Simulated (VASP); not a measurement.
Write the native input for VASP 6.6.1 that does the following.

* Task: single point
* Functional: HSE06
* Potentials or basis: VASP PAW PBE potentials, release 64 (K_sv, Br)
* Cutoff: 520 eV
* k mesh: 4 × 4 × 4
* Occupations: gaussian, width 0.01 eV
* Spin: no spin polarisation
* Dipole correction: no
* Grid for exact exchange (PRECFOCK): Normal
* Further INCAR settings: ALGO = Normal; EDIFF = 1e-07; NBANDS = 15
* Share of exact exchange: 0.25
* Screening parameter: 0.2079 1/Å

The system is KBr.

```
K Br
1.0
     0.01420    3.30225    3.30225
     3.30225    0.01420    3.30225
     3.31645    3.31645    0.00000
K Br
1 1
Direct
  0.00000 0.00000 0.00000
  0.50000 0.50000 0.50000
```

This cell differs from its parent crystal: shear xy strain +0.9%.

One way to write it, as run:

POSCAR

```
KBr
1.0
    0.0141996657      3.3022478341      3.3022478341
    3.3022478341      0.0141996657      3.3022478341
    3.3164474998      3.3164474998      0.0000000000
K Br
1 1
Direct
    0.0000000000      0.0000000000      0.0000000000
    0.5000000000      0.5000000000      0.5000000000
```

INCAR.step1

```
  ALGO = Normal
  EDIFF = 1E-5
  ENCUT = 520
  GGA = PE
  ISIF = 2
  ISMEAR = 0
  LASPH = True
  LCHARG = False
  LREAL = False
  LWAVE = True
  NBANDS = 15
  NELM = 80
  PREC = Accurate
  SIGMA = 0.01
```

INCAR.step2

```
  ALGO = Normal
  EDIFF = 1E-7
  ENCUT = 520
  GGA = PE
  HFSCREEN = 0.2079
  ISIF = 2
  ISMEAR = 0
  ISTART = 1
  LASPH = True
  LCHARG = False
  LHFCALC = True
  LREAL = False
  LWAVE = False
  NBANDS = 15
  NELM = 80
  PREC = Accurate
  PRECFOCK = Normal
  SIGMA = 0.01
```

KPOINTS

```
k-points
0
Gamma
  4 4 4
```

Potentials or basis: VASP PAW PBE potentials, release 64 (K_sv, Br).

Run with:

```console
$ cat potpaw_PBE.64/K_sv/POTCAR potpaw_PBE.64/Br/POTCAR > POTCAR
$ cp INCAR.step1 INCAR
$ mpirun -np 1 vasp_std > vasp.out
$ cp INCAR.step2 INCAR
$ mpirun -np 1 vasp_std > vasp.out
```

Results of the run:

| Item | Value |
| --- | --- |
| Pressure | 0.5 GPa |
| Band gap on the k mesh | 5.58 eV |

Caveat: the cell differs from its parent crystal (shear xy strain +0.9%); the PAW data sets were made with another functional, which shifts forces and pressure a little.

It took 41 min on 1 thread of AMD EPYC 7R43 64-Core Processor (Zen 3), on a shared host, peak memory 0.29 GiB.
